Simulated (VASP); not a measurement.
Input of a VASP 6.6.1 run:

The input INCAR:

```
PREC = Accurate
ENCUT = 520
EDIFF = 1E-7
ISMEAR = -1
SIGMA = 0.05
LREAL = False
LASPH = True
NELM = 60
ALGO = Normal
ISIF = 2
LWAVE = False
LCHARG = False
GGA = PS
NBANDS = 16
```

KPOINTS

```
regular mesh
0
Gamma
  10 10 9
```

Contents of POSCAR:

```
WC
1.0
    2.8328809394      0.0000000000      0.0000000000
   -1.4164404697      2.4533468594      0.0000000000
    0.0000000000      0.0000000000      2.7765674163
W C
1 1
Direct
    0.0000000000      0.0000000000      0.0000000000
    0.6666666667      0.3333333333      0.5000000000
```

Potentials or basis: VASP PAW PBE potentials, release 64 (W_sv, C).

Run with:

```console
$ cat potpaw_PBE.64/W_sv/POTCAR potpaw_PBE.64/C/POTCAR > POTCAR
$ mpirun -np 1 vasp_std > vasp.out
```

Problem. Predict the band gap on the k mesh.

Solution. Zero (band 9 reaches 12.66 eV, above the bottom of band 10 at 11.36 eV).

Problem. What does it give for the pressure?

Solution. 31.7 GPa.

Stress tensor (GPa, compression positive):
```
31.61  0.00  0.00
 0.00 31.61  0.00
 0.00  0.00 32.03
```

Caveat: the PAW data sets were made with another functional, which shifts forces and pressure a little; spin-orbit coupling is left out, which moves the levels of the heavy elements.
